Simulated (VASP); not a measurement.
Al: single point with PBE

Crystal: Al.

```xyz
2
Lattice="2.1426 0.0000 0.0000 -1.0713 1.8556 0.0000 0.0000 0.0000 3.4668" Properties=species:S:1:pos:R:3 pbc="T T T"
Al    0.0000    1.2371    0.8667
Al    1.0713    0.6185    2.6001
```

```json
{"Program": "VASP 6.6.1", "Task": "single point", "Functional": "PBE", "Potentials or basis": "VASP PAW PBE potentials, release 64 (Al)", "Cutoff": "520 eV", "k mesh": "20 × 20 × 11", "Occupations": "fermi-dirac, width 0.08 eV", "Spin": "no spin polarisation"}
```

```
Pressure               : 404.8 GPa
Band gap on the k mesh : zero (band 3 reaches 25.90 eV, above the bottom of band 4 at 16.57 eV)
```

Stress tensor (GPa, compression positive):
```
404.97   0.00   0.00
  0.00 404.97   0.00
  0.00   0.00 404.60
```

Levels at points of the mesh, in eV from the Fermi level:
```tsv
k point	band 1	band 2	band 3	band 4	band 5	band 6
(0.00, 0.00, 0.00)	-17.95	-7.77	-5.44	16.63	16.63	18.06
(0.50, 0.00, 0.00)	-8.66	-7.61	-0.04	1.53	2.56	4.32
```

Run time: 48 s on 1 thread of Intel Xeon 8259CL, on a shared host, peak memory 0.11 GiB.
